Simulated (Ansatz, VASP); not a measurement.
# Two plane-wave programs on LiF

```
Li F
1.0
     0.00000    2.06178    2.06178
     2.06178    0.00000    2.06178
     2.06178    2.06178    0.00000
Li F
1 1
Direct
  0.00000 0.00000 0.00000
  0.50000 0.50000 0.50000
```

Alike in both runs: task single point; functional HSE06; k mesh 4 × 4 × 4; occupations fermi-dirac, width 0.05 eV; no spin polarisation.

```csv
,VASP,Ansatz
version,VASP 6.6.1,Ansatz 0.2.0 development build
potentials or method,"VASP PAW PBE potentials, release 64 (Li_sv, F)","plane waves, PAW datasets (generated soft set 1)"
plane-wave cutoff (eV),520,420
valence electrons in the cell,10,10
```

Ansatz gave:

```
gap on the k mesh at the Fermi level (eV) : 10.76
```

**Question.** What did VASP give for the same quantities?

**Answer.** gap on the k mesh at the Fermi level (eV): 10.75.

The k mesh is coarse, so the values compare programs but aren't converged. Noted on VASP's run: the cutoff is short for stress, so the pressure is rough.
